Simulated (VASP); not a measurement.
# TaV (Cmmm) in VASP: further runs

TaV is run at these levels: PBE; tasks: single point.

Program: VASP 6.6.1. These are calculated values, not measurements. Logs are shortened: lines on timing, memory, paths and dates and some standing lists are left out, and cuts for length are marked.

### Step 1. The cell of the first run

Symmetry: Cmmm, No. 65, orthorhombic system. The conventional cell has a = 3.213 Å, b = 4.616 Å, c = 4.341 Å, α = 90.00°, β = 90.00°, γ = 90.00°. Within 3.6 Å of Ta (site symmetry mmm) lie 8 V at 2.70 to 3.17 Å and 6 Ta at 2.81 to 3.21 Å. V (site symmetry mmm) has 8 Ta at 2.70 to 3.17 Å and 6 V at 2.81 to 3.21 Å within 3.6 Å.

### Step 2. Single point, PBE, collinear spin, ferromagnetic start

INCAR

```
SYSTEM = TaV
PREC = Accurate ; ENCUT = 520
EDIFF = 1E-7 ; ISMEAR = -1
SIGMA = 0.08 ; LREAL = .FALSE.
LASPH = .TRUE. ; NELM = 150
ALGO = Normal ; ISIF = 2
LWAVE = .FALSE. ; LCHARG = .TRUE.
ISPIN = 2 ; MAGMOM = 0 1.4
LORBIT = 11 ; NUPDOWN = 1.4
LMAXMIX = 4 ; GGA = PE
LELF = .TRUE. ; LVHAR = .TRUE.
NBANDS = 23
```

KPOINTS

```
Automatic mesh
0
G
  12 12 8
  0 0 0
```

POSCAR

```
TaV
1.0
    1.6067000000     -2.3077750000      0.0000000000
    1.6067000000      2.3077750000      0.0000000000
    0.0000000000      0.0000000000      4.3413610000
Ta V
1 1
Direct
    0.0000000000      0.0000000000      0.0000000000
    0.5000000000      0.5000000000      0.5000000000
```

Potentials or basis: VASP PAW PBE potentials, release 64 (Ta_pv, V_sv).

Run with:

```
$ cat potpaw_PBE.64/Ta_pv/POTCAR potpaw_PBE.64/V_sv/POTCAR > POTCAR
$ mpirun -np 1 vasp_std > vasp.out
```

OUTCAR:

```text
SYSTEM = TaV
   PREC = Accurate
   ENCUT = 520
   EDIFF = 1E-7
   ISMEAR = -1
   LREAL = .FALSE.
   LASPH = .TRUE.
   NELM = 150
   ISIF = 2
   ISPIN = 2
   LORBIT = 11
   NUPDOWN = 1.4
   GGA = PE

 ion  position               nearest neighbor table
   1  0.000  0.000  0.000-   2 2.70   2 2.70   2 2.70   2 2.70   2 3.17   2 3.17   2 3.17   2 3.17

   2  0.500  0.500  0.500-   1 2.70   1 2.70   1 2.70   1 2.70   1 3.17   1 3.17   1 3.17   1 3.17

  LATTYP: Found a base centered orthorhombic cell.
 ALAT       =     3.2134000000
 B/A-ratio  =     1.4363446816
 C/A-ratio  =     1.3510179249

  Lattice vectors:

 A1 = (   1.6067000000,  -2.3077750000,   0.0000000000)
 A2 = (   1.6067000000,   2.3077750000,   0.0000000000)
 A3 = (   0.0000000000,   0.0000000000,   4.3413610000)

Analysis of symmetry for initial positions (statically):
=====================================================================
 Subroutine PRICEL returns:
 Original cell was already a primitive cell.

 Routine SETGRP: Setting up the symmetry group for a
 base centered orthorhombic supercell.

 Subroutine GETGRP returns: Found  8 space group operations
 (whereof  8 operations were pure point group operations)
 out of a pool of  8 trial point group operations.

The static configuration has the point symmetry D_2h.

Analysis of symmetry for dynamics (positions and initial velocities):
=====================================================================
 Subroutine PRICEL returns:
 Original cell was already a primitive cell.

 Routine SETGRP: Setting up the symmetry group for a
 base centered orthorhombic supercell.

 Subroutine GETGRP returns: Found  8 space group operations
 (whereof  8 operations were pure point group operations)
 out of a pool of  8 trial point group operations.

The dynamic configuration has the point symmetry D_2h.

Analysis of structural, dynamic, and magnetic symmetry:
=====================================================================
 Subroutine PRICEL returns:
 Original cell was already a primitive cell.

 Routine SETGRP: Setting up the symmetry group for a
 base centered orthorhombic supercell.

 Subroutine GETGRP returns: Found  8 space group operations
 (whereof  8 operations were pure point group operations)
 out of a pool of  8 trial point group operations.

The overall configuration has the point symmetry D_2h.

 Subroutine INISYM returns: Found  8 space group operations
 (whereof  8 operations are pure point group operations),
 and found     1 'primitive' translations

----------------------------------------------------------------------------------------

                                     Primitive cell

  volume of cell :      32.1947

  direct lattice vectors                    reciprocal lattice vectors
     1.606700000 -2.307775000  0.000000000     0.311196863 -0.216658903  0.000000000
     1.606700000  2.307775000  0.000000000     0.311196863  0.216658903  0.000000000
     0.000000000  0.000000000  4.341361000     0.000000000  0.000000000  0.230342512

  length of vectors
     2.811994015  2.811994015  4.341361000     0.379189356  0.379189356  0.230342512

  position of ions in fractional coordinates (direct lattice)
     0.000000000  0.000000000  0.000000000
     0.500000000  0.500000000  0.500000000

  ion indices of the primitive-cell ions
   primitive index   ion index
                 1           1
                 2           2

----------------------------------------------------------------------------------------

 KPOINTS: Automatic mesh

Automatic generation of k-mesh.
 Grid dimensions read from file:
 generate k-points for:   12   12    8

 Generating k-lattice:

  Cartesian coordinates                     Fractional coordinates (reciprocal lattice)
     0.025933072 -0.018054909  0.000000000     0.083333333 -0.000000000  0.000000000
     0.025933072  0.018054909  0.000000000    -0.000000000  0.083333333  0.000000000
     0.000000000  0.000000000  0.028792814     0.000000000  0.000000000  0.125000000

  Length of vectors
     0.031599113  0.031599113  0.028792814

  Shift w.r.t. Gamma in fractional coordinates (k-lattice)
     0.000000000  0.000000000  0.000000000

 Subroutine IBZKPT returns following result:
 ===========================================

 Found    215 irreducible k-points:

 Following reciprocal coordinates:
            Coordinates               Weight
  0.000000  0.000000  0.000000      1.000000
  0.083333  0.000000  0.000000      4.000000
  0.166667 -0.000000  0.000000      4.000000
  0.250000  0.000000  0.000000      4.000000
  0.333333  0.000000  0.000000      4.000000
  0.416667 -0.000000  0.000000      4.000000
[... 16 lines left out ...]
  0.500000  0.166667  0.000000      4.000000
 -0.416667  0.166667  0.000000      4.000000
 [... further k-points ...]
   k-points           NKPTS =    215   k-points in BZ     NKDIM =    215   number of bands    NBANDS=     23
   number of dos      NEDOS =    301   number of ions     NIONS =      2
   total plane-waves  NPLWV =  18432
   dimension x,y,z NGX =    24 NGY =   24 NGZ =   32
   dimension x,y,z NGXF=    48 NGYF=   48 NGZF=   64
   ions per type =               1   1
   NGX,Y,Z   is equivalent  to a cutoff of  14.19, 14.19, 12.25 a.u.
   NGXF,Y,Z  is equivalent  to a cutoff of  28.38, 28.38, 24.51 a.u.
 SYSTEM =  TaV
   PREC   = accura    normal or accurate (medium, high low for compatibility)
   ISTART =      0    job   : 0-new  1-cont  2-samecut
   ICHARG =      2    charge: 1-file 2-atom 10-const
   ISPIN  =      2    spin polarized calculation?
   LNONCOLLINEAR =      F non collinear calculations
   LSORBIT =      F    spin-orbit coupling
   LASPH  =      T    aspherical Exc in radial PAW
   ENCUT  =  520.0 eV  38.22 Ry    6.18 a.u.   5.23  5.23  8.07*2*pi/ulx,y,z
   NELM   =    150;   NELMIN=  2; NELMDL= -5     # of ELM steps
   EDIFF  = 0.1E-06   stopping-criterion for ELM
   LREAL  =      F    real-space projection
   EDIFFG = 0.1E-05   stopping-criterion for IOM
   NSW    =      0    number of steps for IOM
   IBRION =     -1    ionic relax: 0-MD 1-quasi-New 2-CG
   NFREE  =      0    steps in history (QN), initial steepest desc. (CG)
   ISIF   =      2    stress and relaxation
   ISYM   =      2    0-nonsym 1-usesym 2-fastsym
   POTIM  = 0.5000    time-step for ionic-motion
   TEBEG  =    0.0;   TEEND  =   0.0 temperature during run
   PSTRESS=    0.0 pullay stress
   NELECT =      24.0000    total number of electrons
   NUPDOWN=       1.4000    fix difference up-down
   EMIN   =  10.00;   EMAX   =-10.00  energy-range for DOS
   EFERMI =   0.00;   METHOD = LEGACY
   ISMEAR =    -1;   SIGMA  =   0.08  broadening in eV -4-tet -1-fermi 0-gaus
   EFERMI_NEDOS =   21; number of points for ismear=-14 and -15
   IALGO  =     38    algorithm
   IMIX   =      4    mixing-type and parameters
     AMIX     =   0.40;   BMIX     =  1.00
     AMIX_MAG =   1.60;   BMIX_MAG =  1.00
  volume/ion in A,a.u.               =      16.10       108.63
  Fermi-wavevector in a.u.,A,eV,Ry     =   1.484399  2.805107 29.979609  2.203439
  Thomas-Fermi vector in A             =   2.597940
   LORBIT       =     11    0 simple, 1 ext, 2 COOP (PROOUT), +10 PAW based schemes
   GGA     = PE    functional components
   LHFCALC =     F    Hartree Fock is set to
   AEXX    =    0.0000 exact exchange contribution
   IVDW    =     0    specifies the selected vdW correction
   LEPSILON=     F    determine dielectric tensor
   LRPA    =     F    only Hartree local field effects (RPA)
 spin polarized calculation
  energy-cutoff  :      520.00
  volume of cell :       32.19
 maximum number of plane-waves:       886
 NGX is ok and might be reduce to    24
   NGX = 11   NGY = 11   NGZ = 17

 number of electron      24.0000002 magnetization       1.4000000

 Free energy of the ion-electron system (eV)
  ---------------------------------------------------
  ext. energy  EPLUGINS =         0.00000000
  ---------------------------------------------------
  free energy    TOTEN  =       -20.57114290 eV

  energy without entropy =      -20.52405747  energy(sigma->0) =      -20.54760018

 E-fermi :   7.0266     XC(G=0): -12.6000

 val. band max:        7.4728484006   @ k =   0.5000   0.0833   0.5000
 cond. band min:       7.0359867754   @ k =  -0.2500   0.1667   0.1250
 fundamental gap:     -0.4368616252
 Fermi energy:         7.4743198868

 spin component 1

 k-point     1 :       0.0000    0.0000    0.0000
  band No.  band energies     occupation
      1     -57.0558      1.00000
      2     -30.9317      1.00000
      3     -30.7652      1.00000
      4     -30.7156      1.00000
      5     -26.4938      1.00000
      6     -26.0468      1.00000
[... 15 lines left out ...]
     22      21.8559      0.00000
     23      23.7570      0.00000
[... 575 lines left out ...]
      1     -57.0141      1.00000
      2     -31.0149      1.00000
      3     -30.8578      1.00000
      4     -30.8063      1.00000
      5     -26.8322      1.00000
      6     -26.4048      1.00000
[... 15 lines left out ...]
     22      21.5638      0.00000
     23      21.8489      0.00000

 [... further k-points ...]

 spin component 2

 k-point     1 :       0.0000    0.0000    0.0000
  band No.  band energies     occupation
      1     -56.1858      1.00000
      2     -30.0600      1.00000
      3     -29.9190      1.00000
      4     -29.8555      1.00000
      5     -26.3933      1.00000
      6     -25.9644      1.00000
[... 15 lines left out ...]
     22      21.9550      0.00000
     23      24.2059      0.00000
[... 575 lines left out ...]
      1     -56.1439      1.00000
      2     -30.1617      1.00000
      3     -29.9768      1.00000
      4     -29.9547      1.00000
      5     -26.7492      1.00000
      6     -26.3142      1.00000
[... 15 lines left out ...]
     22      21.9307      0.00000
     23      21.9999      0.00000

 [... further k-points ...]
[... 5 lines left out ...]
  --------------------------------------------------------------------------------------
  -------------------------------------------------------------------------------------
  Total        0.4043216      0.1640774      0.8197417     -0.0000000      0.0000000      0.0000000
  in kB       20.1211753      8.1653551     40.7946743     -0.0000000      0.0000000      0.0000000
  external PRESSURE =      23.0270683 kB  Pullay stress =       0.0000000 kB

 VOLUME and BASIS-vectors are now :
 -----------------------------------------------------------------------------
  energy-cutoff  :      520.00
  volume of cell :       32.19
      direct lattice vectors                 reciprocal lattice vectors
     1.606700000 -2.307775000  0.000000000     0.311196863 -0.216658903  0.000000000
     1.606700000  2.307775000  0.000000000     0.311196863  0.216658903  0.000000000
     0.000000000  0.000000000  4.341361000     0.000000000  0.000000000  0.230342512

 POSITION                                       TOTAL-FORCE (eV/Angst)
 -----------------------------------------------------------------------------------
      0.00000      0.00000      0.00000         0.000000      0.000000      0.000000
      1.60670      0.00000      2.17068        -0.000000      0.000000      0.000000
 -----------------------------------------------------------------------------------
    total drift:                                0.000000      0.000000     -0.000000

  FREE ENERGIE OF THE ION-ELECTRON SYSTEM (eV)
  ---------------------------------------------------
  free  energy   TOTEN  =       -20.5711429010 eV

  energy  without entropy=      -20.5240574676  energy(sigma->0) =      -20.54760018

 total charge

# of ion       s       p       d       tot
------------------------------------------
    1        0.392   6.169   2.440   9.001
    2        2.308   6.207   3.020  11.534
--------------------------------------------------
tot          2.699  12.376   5.460  20.535

 magnetization (x)

# of ion       s       p       d       tot
------------------------------------------
    1       -0.000   0.044   0.117   0.161
    2        0.013   0.044   0.887   0.945
--------------------------------------------------
tot          0.013   0.088   1.004   1.106
```

It took 3.3 min on 1 thread of Intel Xeon Platinum 8259CL at 2.50GHz (Skylake/Cascade Lake), shared host; peak memory 0.35 GiB.

Results:

| Item | Value |
| --- | --- |
| Free energy | -20.5711 eV |
| Pressure | 2.3 GPa |
| Net moment | 1.40 μB per cell |
| Site moments | Ta +0.16; V +0.94 μB |
| Valence electrons inside the program's atomic spheres | Ta 9.00; V 11.53 |

Caveat: spin-orbit coupling is left out, which moves the levels of the heavy elements; the total moment is fixed, so each spin has its own Fermi level.

(Continued in part 2 of 2.)
